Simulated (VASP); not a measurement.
GaN: vibrations by perturbation theory with LDA

GaN:

```
CELL_PARAMETERS angstrom
0.00000 2.15498 2.15498
2.15498 0.00000 2.15498
2.15498 2.15498 0.00000
ATOMIC_POSITIONS crystal
Ga 0.00000 0.00000 0.00000
N 0.75000 0.75000 0.75000
```

```
Program                : VASP 6.6.1
Task                   : vibrations by perturbation theory
Functional             : LDA
Potentials or basis    : VASP PAW LDA potentials, release 64 (Ga_d, N)
Cutoff                 : 520 eV
k mesh                 : 10 × 10 × 10
Occupations            : gaussian, width 0.01 eV
Spin                   : no spin polarisation
Dipole correction      : no
Further INCAR settings : ALGO = Normal; EDIFF = 1e-08; IBRION = 8; NSW = 1
```

- Electronic dielectric tensor (diagonal): 5.29
- Born charges (mean of the diagonal): Ga +2.58; N -2.58 e
- Highest phonon frequency at Γ, LO-TO splitting left out: 644 cm⁻¹

Phonon frequencies in cm⁻¹ (negative: imaginary):
```csv
q point,frequencies
"(0.000, 0.000, 0.000)",0 0 0 644 644 644
```

Electronic dielectric tensor:
```
5.29 0.00 0.00
0.00 5.29 0.00
0.00 0.00 5.29
```

Born effective charge tensors (e):
atom 1, Ga
```
2.58 0.00 0.00
0.00 2.58 0.00
0.00 0.00 2.58
```
atom 2, N
```
-2.58  0.00  0.00
 0.00 -2.58  0.00
 0.00  0.00 -2.58
```

It took 7.4 min on 1 thread of AMD EPYC 7R43 64-Core Processor (Zen 3) (shared host), peak memory 0.2 GiB.

Caveat: the cell wasn't relaxed at this level first, which shifts response properties.
